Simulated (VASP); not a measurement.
The system is Ni2O.

```xyz
3
Lattice="0.0000 2.3643 2.3643 2.3643 0.0000 2.3643 2.3643 2.3643 0.0000" Properties=species:S:1:pos:R:3 pbc="T T T"
Ni    1.1821    1.1821    1.1821
Ni    3.5464    3.5464    3.5464
O     0.0000    0.0000    0.0000
```

```yaml
Program: VASP 6.6.1
Task: relaxation of cell and atoms
Functional: PBE
Potentials_or_basis: VASP PAW PBE potentials, release 64 (Ni, O)
Cutoff: 600 eV
k_mesh: 6 × 6 × 6
Occupations: gaussian, width 0.1 eV
Spin: collinear spin, ferromagnetic start
Starting_moments: "[1.08, 1.08, 0.39] μB"
```

At the start: pressure 45.6 GPa; volume 8.81 Å³/atom.

Q: Where does the relaxation end?

A: Over 3 steps the energy falls by 227.4 meV/atom and the volume is 10.74 Å³/atom (+21.9 %); space group Fm-3m (No. 225, to 0.1 Å) before and after; moment 2.50 μB per cell.

Step by step:
| step | energy change (eV) | largest force (eV/Å) | pressure (GPa) | volume (Å³) |
| --- | --- | --- | --- | --- |
| 1 | 0.0000 | 0.0000 | 45.63 | 26.43 |
| 2 | -0.4023 | 0.0000 | -15.73 | 37.24 |
| 3 | -0.6822 | 0.0000 | -0.12 | 32.22 |

Final structure:
```
Ni O
1.0
     0.00000    2.52564    2.52564
     2.52564    0.00000    2.52564
     2.52564    2.52564    0.00000
Ni O
2 1
Direct
  0.25000 0.25000 0.25000
  0.75000 0.75000 0.75000
  0.00000 0.00000 0.00000
```

Caveat: the k points lie up to 0.36 Å⁻¹ apart in the final cell; the volume moved by over 15 % at a fixed basis, so the end points are rough.
